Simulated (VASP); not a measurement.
# Mo (Cmce) in VASP: a series of runs, part 2 of 2

VASP 6.6.1. The steps go on from the part before.

### Step 3. Relaxation of cell and atoms, PBE

The input, INCAR:

```
SYSTEM = Mo
ALGO = Fast
EDIFF = 1E-7
EDIFFG = -0.04
ENCUT = 600
GGA = PE
IBRION = 2
ISIF = 3
ISMEAR = 0
LASPH = .TRUE.
LCHARG = .FALSE.
LREAL = .FALSE.
LWAVE = .FALSE.
NELM = 80
NSW = 90
PREC = Accurate
SIGMA = 0.1
```

The input, KPOINTS:

```
k-points
0
G
  6 6 4
  0 0 0
```

The input, POSCAR:

```
Mo
1.0
    2.1447590161     -3.6349687911      0.0000000000
    2.1447590161      3.6349687911      0.0000000000
    0.0000000000      0.0000000000      4.2952238224
Mo
4
Direct
    0.1525000000      0.8475000000      0.0785000000
    0.6525000000      0.3475000000      0.4215000000
    0.8475000000      0.1525000000      0.9215000000
    0.3475000000      0.6525000000      0.5785000000
```

Potentials or basis: VASP PAW PBE potentials, release 64 (Mo_sv).

On the command line:

```console
cat potpaw_PBE.64/Mo_sv/POTCAR > POTCAR
mpirun -np 1 vasp_std > vasp.out
```

OUTCAR:

```text
SYSTEM = Mo
   EDIFF = 1E-7
   EDIFFG = -0.04
   ENCUT = 600
   GGA = PE
   IBRION = 2
   ISIF = 3
   ISMEAR = 0
   LASPH = .TRUE.
   LREAL = .FALSE.
   NELM = 80
   NSW = 90
   PREC = Accurate

 ion  position               nearest neighbor table
   1  0.153  0.847  0.078-   3 2.32   4 2.57   4 2.57   2 2.60   2 2.60   3 2.66   3 2.66
   2  0.653  0.347  0.422-   4 2.32   3 2.57   3 2.57   1 2.60   1 2.60   4 2.66   4 2.66
   3  0.847  0.153  0.922-   1 2.32   2 2.57   2 2.57   4 2.60   4 2.60   1 2.66   1 2.66
   4  0.347  0.653  0.578-   2 2.32   1 2.57   1 2.57   3 2.60   3 2.60   2 2.66   2 2.66

  LATTYP: Found a base centered orthorhombic cell.
 ALAT       =     4.2895180322
 B/A-ratio  =     1.6948145520
 C/A-ratio  =     1.0013301705

  Lattice vectors:

 A1 = (   2.1447590161,  -3.6349687911,   0.0000000000)
 A2 = (   2.1447590161,   3.6349687911,   0.0000000000)
 A3 = (   0.0000000000,   0.0000000000,   4.2952238224)

Analysis of symmetry for initial positions (statically):
=====================================================================
 Subroutine PRICEL returns:
 Original cell was already a primitive cell.

 Routine SETGRP: Setting up the symmetry group for a
 base centered orthorhombic supercell.

 Subroutine GETGRP returns: Found  8 space group operations
 (whereof  4 operations were pure point group operations)
 out of a pool of  8 trial point group operations.

The static configuration has the point symmetry C_2h.
 The point group associated with its full space group is D_2h.

Analysis of symmetry for dynamics (positions and initial velocities):
=====================================================================
 Subroutine PRICEL returns:
 Original cell was already a primitive cell.

 Routine SETGRP: Setting up the symmetry group for a
 base centered orthorhombic supercell.

 Subroutine GETGRP returns: Found  8 space group operations
 (whereof  4 operations were pure point group operations)
 out of a pool of  8 trial point group operations.

The dynamic configuration has the point symmetry C_2h.
 The point group associated with its full space group is D_2h.

 Subroutine INISYM returns: Found  8 space group operations
[... 121 lines left out ...]
     AMIX_MAG =   1.60;   BMIX_MAG =  1.00
  volume/ion in A,a.u.               =      16.74       112.99
  Fermi-wavevector in a.u.,A,eV,Ry     =   1.542313  2.914549 32.364577  2.378729
  Thomas-Fermi vector in A             =   2.648135
   LORBIT       =      0    0 simple, 1 ext, 2 COOP (PROOUT), +10 PAW based schemes
   GGA     = PE    functional components
   LHFCALC =     F    Hartree Fock is set to
   AEXX    =    0.0000 exact exchange contribution
   IVDW    =     0    specifies the selected vdW correction
   LEPSILON=     F    determine dielectric tensor
   LRPA    =     F    only Hartree local field effects (RPA)
 conjugate gradient relaxation of ions
 non-spin polarized calculation
 RMM-DIIS sequential band-by-band and
 Gauss-broadening in eV      SIGMA  =   0.10
  energy-cutoff  :      600.00
  volume of cell :       66.97
 maximum number of plane-waves:      2270
 NGX is ok and might be reduce to    36
   NGX = 17   NGY = 17   NGZ = 17

--------------------------------------- Ionic step        1  -------------------------------------------

 number of electron      56.0000002 magnetization

 Free energy of the ion-electron system (eV)
  ---------------------------------------------------
  ext. energy  EPLUGINS =         0.00000000
  ---------------------------------------------------
  free energy    TOTEN  =       -38.69192900 eV

  energy without entropy =      -38.67483052  energy(sigma->0) =      -38.68337976

 E-fermi :  11.1558     XC(G=0): -12.7462

 val. band max:       11.1354036967   @ k =   0.0000   0.0000   0.5000
 cond. band min:      11.1593514253   @ k =   0.3333   0.0000   0.2500
 fundamental gap:      0.0239477286
 Fermi energy:        11.1557678207

 k-point     1 :       0.0000    0.0000    0.0000
  band No.  band energies     occupation
      1     -49.6900      2.00000
      2     -49.2799      2.00000
      3     -49.0263      2.00000
      4     -49.0046      2.00000
      5     -24.7064      2.00000
      6     -24.2292      2.00000
[... 962 lines left out ...]
  FREE ENERGIE OF THE ION-ELECTRON SYSTEM (eV)
  ---------------------------------------------------
  free  energy   TOTEN  =       -39.4628661924 eV

  energy  without entropy=      -39.4472839223  energy(sigma->0) =      -39.45507506

[... ionic steps 4 to 20 ...]

--------------------------------------- Ionic step       21  -------------------------------------------

 number of electron      55.9999999 magnetization

------------------------ aborting loop because EDIFF is reached ----------------------------------------
[... 71 lines left out ...]
--------------------------------------- Ionic step       23  -------------------------------------------

 number of electron      55.9999999 magnetization

 Free energy of the ion-electron system (eV)
  ---------------------------------------------------
  ext. energy  EPLUGINS =         0.00000000
  ---------------------------------------------------
  free energy    TOTEN  =       -39.84266138 eV

  energy without entropy =      -39.82816052  energy(sigma->0) =      -39.83541095

 E-fermi :   9.8614     XC(G=0): -12.2669

 val. band max:        9.8573647168   @ k =   0.3333   0.1667   0.0000
 cond. band min:       9.8785156057   @ k =   0.3333   0.0000   0.0000
 fundamental gap:      0.0211508889
 Fermi energy:         9.8613782622

 k-point     1 :       0.0000    0.0000    0.0000
  band No.  band energies     occupation
      1     -50.9923      2.00000
      2     -50.6711      2.00000
      3     -50.6506      2.00000
      4     -50.4988      2.00000
      5     -25.7693      2.00000
      6     -25.5557      2.00000
[... 886 lines left out ...]
  FREE ENERGIE OF THE ION-ELECTRON SYSTEM (eV)
  ---------------------------------------------------
  free  energy   TOTEN  =       -39.8426613838 eV

  energy  without entropy=      -39.8281605216  energy(sigma->0) =      -39.83541095

 reached required accuracy - stopping structural energy minimisation
```

It took 15 min on 1 thread of Intel Xeon 6975P-C (Granite Rapids), shared host; peak memory 0.26 GiB.

What came out:

```
Free energy                           : -39.8427 eV
Relaxed volume                        : 18.39 Å³/atom
Relaxed cell                          : a = 4.601 Å, b = 4.601 Å, c = 4.054 Å, α = 90.00°, β = 90.00°, γ = 121.02°
Space group after relaxing (to 0.1 Å) : Cmce (No. 64)
Energy gained by relaxing             : 287.7 meV/atom
Ionic steps                           : 23
Pressure after relaxing               : -0.1 GPa
Largest force after relaxing          : 0.030 eV/Å
Band gap on the k mesh                : zero (bands 28 and 29 overlap by 0.76 eV)
```

Forces on the atoms (eV/Å):
```
Mo   0.000  0.006 -0.030
Mo   0.000  0.006  0.030
Mo   0.000 -0.006  0.030
Mo   0.000 -0.006 -0.030
```

Step by step:
| step | energy change (eV) | largest force (eV/Å) | pressure (GPa) | volume (Å³) |
| --- | --- | --- | --- | --- |
| 1 | 0.0000 | 1.0751 | 25.78 | 66.97 |
| 2 | 1.1644 | 0.9470 | -25.99 | 96.47 |
| 3 | -0.7709 | 0.7644 | -3.73 | 77.00 |
| 4 | -0.7753 | 0.7746 | -2.29 | 76.32 |
| 5 | -0.9206 | 0.6087 | 0.58 | 75.49 |
| 6 | -0.9237 | 0.6995 | 1.25 | 75.34 |
| 7 | -0.9930 | 0.5051 | -2.23 | 76.43 |
| 8 | -1.0044 | 0.3690 | -4.18 | 77.04 |
| 9 | -1.0449 | 0.3525 | -2.89 | 76.02 |
| 10 | -1.0698 | 0.3944 | -0.80 | 74.49 |
| 11 | -1.0932 | 0.2901 | -0.28 | 74.04 |
| 12 | -1.1167 | 0.1324 | 1.83 | 72.72 |
| 13 | -1.1181 | 0.0919 | 1.33 | 72.99 |
| 14 | -1.1251 | 0.1416 | -0.61 | 73.66 |
| 15 | -1.1252 | 0.1575 | -0.88 | 73.76 |
| 16 | -1.1327 | 0.1582 | -0.83 | 73.74 |
| 17 | -1.1482 | 0.1134 | -0.48 | 73.65 |
| 18 | -1.1492 | 0.0898 | -0.19 | 73.59 |
| 19 | -1.1494 | 0.0979 | -0.31 | 73.61 |
| 20 | -1.1503 | 0.0457 | 0.52 | 73.32 |
| 21 | -1.1504 | 0.0440 | 0.31 | 73.39 |
| 22 | -1.1507 | 0.0277 | -0.16 | 73.58 |
| 23 | -1.1507 | 0.0303 | -0.07 | 73.54 |

Final structure:
```
Mo
1.0
     2.26494   -4.00523    0.00000
     2.26494    4.00523    0.00000
     0.00000    0.00000    4.05354
Mo
4
Cartesian
  2.2649 2.7757 0.1662
  2.2649 -1.2295 1.8605
  2.2649 -2.7757 3.8873
  2.2649 1.2295 2.1930
```

Caveat: the k points lie up to 0.39 Å⁻¹ apart in the final cell, too coarse for converged energies and pressures of a metal.
